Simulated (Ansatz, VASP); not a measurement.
## Ti in VASP and in Ansatz

```
CELL_PARAMETERS angstrom
-1.60913 1.60913 1.70664
1.60913 -1.60913 1.70664
1.60913 1.60913 -1.70664
ATOMIC_POSITIONS crystal
Ti 0.00000 0.00000 0.00000
```

Change from the starting cell: strain_z_fixed_volume = 0.04.

Alike in both runs: task single point; functional PBEsol; k mesh 11 × 11 × 11; occupations fermi-dirac, width 0.05 eV; no spin polarisation.

|  | VASP | Ansatz |
| --- | --- | --- |
| version | VASP 6.6.1 | Ansatz 0.2.0 |
| potentials or method | VASP PAW PBE potentials, release 64 (Ti_sv), cutoff 500 eV | all-electron LAPW, scalar-relativistic |

Ansatz gave:

* gap on the k mesh at the Fermi level (eV): none
* pressure (GPa): -6.6
* traceless stress, the component that is largest in VASP (GPa): 1.02

**Question.** Which values does VASP return?

**Answer.** gap on the k mesh at the Fermi level (eV): none; pressure (GPa): -6.8; traceless stress, the component that is largest in VASP (GPa): 1.00.

VASP's potentials were made for PBE, not for PBEsol. A gap of «none» marks a metal or a gap that the smearing closes. Ansatz ran all-electron here, and VASP with PAW potentials.
